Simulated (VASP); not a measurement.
# SiC (F-43m) in VASP: further runs

The runs below take SiC through single point, with PBEsol.

All numbers are computed with VASP 6.6.1; they aren't measurements. Logs are shortened: lines on timing, memory, paths and dates and some standing lists are left out, and cuts for length are marked.

### 1 The cell of the first run

It takes space group F-43m (No. 216, cubic). The conventional cell has a = 4.332 Å, b = 4.332 Å, c = 4.332 Å, α = 90.00°, β = 90.00°, γ = 90.00°. Within 2.5 Å of Si (site symmetry -43m) lie 4 C at 1.88 Å. C (site symmetry -43m) has 4 Si at 1.88 Å within 2.5 Å.

### 2 Single point, PBEsol

INCAR reads:

```
SYSTEM = SiC
  PREC = Accurate
  ENCUT = 520
  EDIFF = 1E-6
  ISMEAR = 0
  SIGMA = 0.01
  LREAL = .FALSE.
  LASPH = .TRUE.
  NELM = 80
  ALGO = Normal
  ISIF = 2
  LWAVE = .FALSE.
  LCHARG = .FALSE.
  GGA = PS
  NBANDS = 11
```

KPOINTS reads:

```
regular mesh
0
G
  10 10 10
  0 0 0
```

POSCAR reads:

```
SiC
1.0
    2.1658123179      2.1658123179      0.0000000000
   -2.1658123179      2.1658123179      0.0000000000
    0.0000000000      2.1658123179      2.1658123179
Si C
1 1
Direct
    0.0000000000      0.0000000000      0.0000000000
    0.7500000000      0.2500000000      0.5000000000
```

Potentials or basis: VASP PAW PBE potentials, release 64 (Si, C).

Launch:

```sh
$ cat potpaw_PBE.64/Si/POTCAR potpaw_PBE.64/C/POTCAR > POTCAR
$ mpirun -np 1 vasp_std > vasp.out
```

OUTCAR:

```text
SYSTEM = SiC
   PREC = Accurate
   ENCUT = 520
   EDIFF = 1E-6
   ISMEAR = 0
   LREAL = .FALSE.
   LASPH = .TRUE.
   NELM = 80
   ISIF = 2
   GGA = PS

 ion  position               nearest neighbor table
   1  0.000  0.000  0.000-   2 1.88   2 1.88   2 1.88   2 1.88
   2  0.750  0.250  0.500-   1 1.88   1 1.88   1 1.88   1 1.88

  LATTYP: Found a face centered cubic cell.
 ALAT       =     4.3316246358

  Lattice vectors:

 A1 = (   0.0000000000,   2.1658123179,   2.1658123179)
 A2 = (   2.1658123179,   0.0000000000,   2.1658123179)
 A3 = (   2.1658123179,   2.1658123179,   0.0000000000)

Analysis of symmetry for initial positions (statically):
=====================================================================
 Subroutine PRICEL returns:
 Original cell was already a primitive cell.

 Routine SETGRP: Setting up the symmetry group for a
 face centered cubic supercell.

 Subroutine GETGRP returns: Found 24 space group operations
 (whereof 24 operations were pure point group operations)
 out of a pool of 48 trial point group operations.

The static configuration has the point symmetry T_d .

Analysis of symmetry for dynamics (positions and initial velocities):
=====================================================================
 Subroutine PRICEL returns:
 Original cell was already a primitive cell.

 Routine SETGRP: Setting up the symmetry group for a
 face centered cubic supercell.

 Subroutine GETGRP returns: Found 24 space group operations
 (whereof 24 operations were pure point group operations)
 out of a pool of 48 trial point group operations.

The dynamic configuration has the point symmetry T_d .

 Subroutine INISYM returns: Found 24 space group operations
 (whereof 24 operations are pure point group operations),
 and found     1 'primitive' translations

----------------------------------------------------------------------------------------

                                     Primitive cell

  volume of cell :      20.3185

  direct lattice vectors                    reciprocal lattice vectors
     2.165812318  2.165812318  0.000000000     0.230860262  0.230860262 -0.230860262
    -2.165812318  2.165812318  0.000000000    -0.230860262  0.230860262 -0.230860262
     0.000000000  2.165812318  2.165812318     0.000000000  0.000000000  0.461720525

  length of vectors
     3.062921154  3.062921154  3.062921154     0.399861704  0.399861704  0.461720525

  position of ions in fractional coordinates (direct lattice)
     0.000000000  0.000000000  0.000000000
     0.750000000  0.250000000  0.500000000

  ion indices of the primitive-cell ions
   primitive index   ion index
                 1           1
                 2           2

----------------------------------------------------------------------------------------

 KPOINTS: regular mesh

Automatic generation of k-mesh.
 Grid dimensions read from file:
 generate k-points for:   10   10   10

 Generating k-lattice:

  Cartesian coordinates                     Fractional coordinates (reciprocal lattice)
     0.023086026  0.023086026 -0.023086026     0.100000000  0.000000000  0.000000000
    -0.023086026  0.023086026 -0.023086026     0.000000000  0.100000000  0.000000000
     0.000000000  0.000000000  0.046172052     0.000000000  0.000000000  0.100000000

  Length of vectors
     0.039986170  0.039986170  0.046172052

  Shift w.r.t. Gamma in fractional coordinates (k-lattice)
     0.000000000  0.000000000  0.000000000

 Subroutine IBZKPT returns following result:
 ===========================================

 Found     47 irreducible k-points:

 Following reciprocal coordinates:
            Coordinates               Weight
  0.000000  0.000000  0.000000      1.000000
  0.100000  0.000000  0.000000      8.000000
  0.200000  0.000000  0.000000      8.000000
  0.300000  0.000000  0.000000      8.000000
  0.400000  0.000000  0.000000      8.000000
  0.500000  0.000000  0.000000      4.000000
[... 16 lines left out ...]
  0.300000  0.300000  0.000000     12.000000
  0.400000  0.300000  0.000000     24.000000
 [... further k-points ...]
   k-points           NKPTS =     47   k-points in BZ     NKDIM =     47   number of bands    NBANDS=     11
   number of dos      NEDOS =    301   number of ions     NIONS =      2
   total plane-waves  NPLWV =  13824
   dimension x,y,z NGX =    24 NGY =   24 NGZ =   24
   dimension x,y,z NGXF=    48 NGYF=   48 NGZF=   48
   ions per type =               1   1
   NGX,Y,Z   is equivalent  to a cutoff of  13.03, 13.03, 13.03 a.u.
   NGXF,Y,Z  is equivalent  to a cutoff of  26.05, 26.05, 26.05 a.u.
 SYSTEM =  SiC
   PREC   = accura    normal or accurate (medium, high low for compatibility)
   ISTART =      0    job   : 0-new  1-cont  2-samecut
   ICHARG =      2    charge: 1-file 2-atom 10-const
   ISPIN  =      1    spin polarized calculation?
   LNONCOLLINEAR =      F non collinear calculations
   LSORBIT =      F    spin-orbit coupling
   LASPH  =      T    aspherical Exc in radial PAW
   ENCUT  =  520.0 eV  38.22 Ry    6.18 a.u.   5.70  5.70  5.70*2*pi/ulx,y,z
   NELM   =     80;   NELMIN=  2; NELMDL= -5     # of ELM steps
   EDIFF  = 0.1E-05   stopping-criterion for ELM
   LREAL  =      F    real-space projection
   EDIFFG = 0.1E-04   stopping-criterion for IOM
   NSW    =      0    number of steps for IOM
   IBRION =     -1    ionic relax: 0-MD 1-quasi-New 2-CG
   NFREE  =      0    steps in history (QN), initial steepest desc. (CG)
   ISIF   =      2    stress and relaxation
   ISYM   =      2    0-nonsym 1-usesym 2-fastsym
   POTIM  = 0.5000    time-step for ionic-motion
   TEBEG  =    0.0;   TEEND  =   0.0 temperature during run
   PSTRESS=    0.0 pullay stress
   NELECT =       8.0000    total number of electrons
   NUPDOWN=      -1.0000    fix difference up-down
   EMIN   =  10.00;   EMAX   =-10.00  energy-range for DOS
   EFERMI =   0.00;   METHOD = LEGACY
   ISMEAR =     0;   SIGMA  =   0.01  broadening in eV -4-tet -1-fermi 0-gaus
   EFERMI_NEDOS =   21; number of points for ismear=-14 and -15
   IALGO  =     38    algorithm
   IMIX   =      4    mixing-type and parameters
     AMIX     =   0.40;   BMIX     =  1.00
     AMIX_MAG =   1.60;   BMIX_MAG =  1.00
  volume/ion in A,a.u.               =      10.16        68.56
  Fermi-wavevector in a.u.,A,eV,Ry     =   1.199888  2.267459 19.588729  1.439731
  Thomas-Fermi vector in A             =   2.335739
   LORBIT       =      0    0 simple, 1 ext, 2 COOP (PROOUT), +10 PAW based schemes
   GGA     = PS    functional components
   LHFCALC =     F    Hartree Fock is set to
   AEXX    =    0.0000 exact exchange contribution
   IVDW    =     0    specifies the selected vdW correction
   LEPSILON=     F    determine dielectric tensor
   LRPA    =     F    only Hartree local field effects (RPA)
 non-spin polarized calculation
 Gauss-broadening in eV      SIGMA  =   0.01
  energy-cutoff  :      520.00
  volume of cell :       20.32
 maximum number of plane-waves:       568
   NGX = 11   NGY = 11   NGZ = 11

 number of electron       8.0000000 magnetization

 Free energy of the ion-electron system (eV)
  ---------------------------------------------------
  ext. energy  EPLUGINS =         0.00000000
  ---------------------------------------------------
  free energy    TOTEN  =       -15.90967991 eV

  energy without entropy =      -15.90967991  energy(sigma->0) =      -15.90967991

 E-fermi :   8.3459     XC(G=0): -11.5835

 val. band max:        8.2624020340   @ k =   0.0000   0.0000   0.0000
 cond. band min:       9.4794076240   @ k =   0.5000   0.5000   0.0000
 fundamental gap:      1.2170055900
 Fermi energy:         8.3459086345

 k-point     1 :       0.0000    0.0000    0.0000
  band No.  band energies     occupation
      1      -7.3059      2.00000
      2       8.2624      2.00000
      3       8.2624      2.00000
      4       8.2624      2.00000
      5      14.6616      0.00000
      6      15.6313      0.00000
      7      15.6313      0.00000
      8      15.6313      0.00000
      9      22.8259      0.00000
     10      22.8259      0.00000
     11      24.8080      0.00000

 k-point     2 :       0.1000    0.0000    0.0000
  band No.  band energies     occupation
      1      -7.1069      2.00000
      2       7.2448      2.00000
      3       8.1272      2.00000
      4       8.1272      2.00000
      5      14.8837      0.00000
      6      15.8782      0.00000
      7      15.8782      0.00000
      8      15.9393      0.00000
      9      21.8347      0.00000
     10      21.8347      0.00000
     11      24.4924      0.00000

 k-point     3 :       0.2000    0.0000    0.0000
  band No.  band energies     occupation
      1      -6.5182      2.00000
      2       5.0972      2.00000
      3       7.8173      2.00000
      4       7.8173      2.00000
      5      14.5637      0.00000
      6      16.2310      0.00000
      7      16.2310      0.00000
      8      17.1510      0.00000
      9      21.1564      0.00000
     10      21.1564      0.00000
     11      23.6002      0.00000

 k-point     4 :       0.3000    0.0000    0.0000
  band No.  band energies     occupation
      1      -5.5739      2.00000
      2       2.7460      2.00000
      3       7.4989      2.00000
      4       7.4989      2.00000
      5      14.1554      0.00000
      6      16.0579      0.00000
      7      16.0579      0.00000
      8      18.0690      0.00000
      9      22.0132      0.00000
     10      22.0132      0.00000
     11      23.3778      0.00000
[... 239 lines left out ...]
 k-point    22 :      -0.2000    0.2000    0.0000
  band No.  band energies     occupation
      1      -6.2548      2.00000
      2       5.8816      2.00000
      3       6.7871      2.00000
      4       6.7871      2.00000
      5      13.2165      0.00000
      6      15.3744      0.00000
      7      17.9992      0.00000
      8      17.9992      0.00000
      9      19.1687      0.00000
     10      24.0082      0.00000
     11      27.6476      0.00000

 k-point    23 :       0.3000    0.3000    0.0000
  band No.  band energies     occupation
      1      -3.1337      2.00000
      2       1.4515      2.00000
      3       2.8800      2.00000
      4       6.4490      2.00000
      5      12.6579      0.00000
      6      17.7044      0.00000
      7      18.3086      0.00000
      8      19.2151      0.00000
      9      21.8044      0.00000
     10      22.1324      0.00000
     11      29.3607      0.00000

 k-point    24 :       0.4000    0.3000    0.0000
  band No.  band energies     occupation
      1      -2.4673      2.00000
      2       0.8204      2.00000
      3       2.9104      2.00000
      4       5.9143      2.00000
      5      11.7962      0.00000
      6      17.0020      0.00000
      7      19.2115      0.00000
      8      19.8190      0.00000
      9      21.6167      0.00000
     10      23.8158      0.00000
     11      29.8363      0.00000

 [... further k-points ...]
[... 5 lines left out ...]
  --------------------------------------------------------------------------------------
  -------------------------------------------------------------------------------------
  Total        0.5526209      0.5526209      0.5526209      0.0000000      0.0000000     -0.0000000
  in kB       43.5758049     43.5758049     43.5758049      0.0000000      0.0000000     -0.0000000
  external PRESSURE =      43.5758049 kB  Pullay stress =       0.0000000 kB

 VOLUME and BASIS-vectors are now :
 -----------------------------------------------------------------------------
  energy-cutoff  :      520.00
  volume of cell :       20.32
      direct lattice vectors                 reciprocal lattice vectors
     2.165812318  2.165812318  0.000000000     0.230860262  0.230860262 -0.230860262
    -2.165812318  2.165812318  0.000000000    -0.230860262  0.230860262 -0.230860262
     0.000000000  2.165812318  2.165812318     0.000000000  0.000000000  0.461720525

 POSITION                                       TOTAL-FORCE (eV/Angst)
 -----------------------------------------------------------------------------------
      0.00000      0.00000      0.00000        -0.000000      0.000000      0.000000
      1.08291      3.24872      1.08291         0.000000     -0.000000      0.000000
 -----------------------------------------------------------------------------------
    total drift:                               -0.000000      0.000000      0.000000

  FREE ENERGIE OF THE ION-ELECTRON SYSTEM (eV)
  ---------------------------------------------------
  free  energy   TOTEN  =       -15.9096799128 eV

  energy  without entropy=      -15.9096799128  energy(sigma->0) =      -15.90967991
```

Run time: 13 s. Hardware: 1 thread of Intel Xeon 6975P-C, shared host; peak memory 0.13 GiB.

What came out:

| Property | Result |
| --- | --- |
| Free energy | -15.9097 eV |
| Pressure | 4.4 GPa |
| Band gap on the k mesh | 1.22 eV, indirect (least direct gap 4.46 eV) |

Levels at points of the mesh, in eV from the valence-band top:
```tsv
k point	band 1	band 2	band 3	band 4	band 5	band 6	band 7	band 8	band 9
(0.00, 0.00, 0.00)	-15.57	0.00	0.00	0.00	6.40	7.37	7.37	7.37	14.56
(0.50, 0.00, 0.00)	-11.90	-8.70	-1.06	-1.06	5.54	7.21	7.21	10.02	16.23
(0.50, 0.50, 0.00)	-10.41	-7.89	-3.25	-3.25	1.22	4.26	14.17	14.17	14.93
```

Caveat: the PAW data sets were made with another functional, which shifts forces and pressure a little.

### 3 Single point, PBEsol

INCAR reads:

```
ALGO = Normal
EDIFF = 1E-6
ENCUT = 520
GGA = PS
ISIF = 2
ISMEAR = 0
LASPH = T
LCHARG = T
LELF = T
LREAL = F
LVHAR = T
LWAVE = F
NBANDS = 11
NELM = 80
PREC = Accurate
SIGMA = 0.01
```

KPOINTS reads:

```
k-points
0
Gamma
  10 10 10
```

POSCAR is that of step 2.

Potentials or basis: VASP PAW PBE potentials, release 64 (Si, C).

Launch:

```sh
$ cat potpaw_PBE.64/Si/POTCAR potpaw_PBE.64/C/POTCAR > POTCAR
$ mpirun -np 1 vasp_std > vasp.out
```

Run time: 15 s. Hardware: 1 thread of Intel Xeon 6975P-C, shared host; peak memory 0.14 GiB.

It converged, with:

* Free energy: -15.9097 eV
* Pressure: 4.4 GPa
* Band gap on the k mesh: 1.22 eV, indirect (least direct gap 4.46 eV)

Levels at points of the mesh, in eV from the valence-band top:
```tsv
k point	band 1	band 2	band 3	band 4	band 5	band 6	band 7	band 8
(0.00, 0.00, 0.00)	-15.57	0.00	0.00	0.00	6.40	7.37	7.37	7.37
(0.50, 0.00, 0.00)	-11.90	-8.70	-1.06	-1.06	5.54	7.21	7.21	10.02
(0.50, 0.50, 0.00)	-10.41	-7.89	-3.25	-3.25	1.22	4.26	14.17	14.17
```

Caveat: the PAW data sets were made with another functional, which shifts forces and pressure a little. As with any semilocal functional, this PBEsol gap is likely too small.
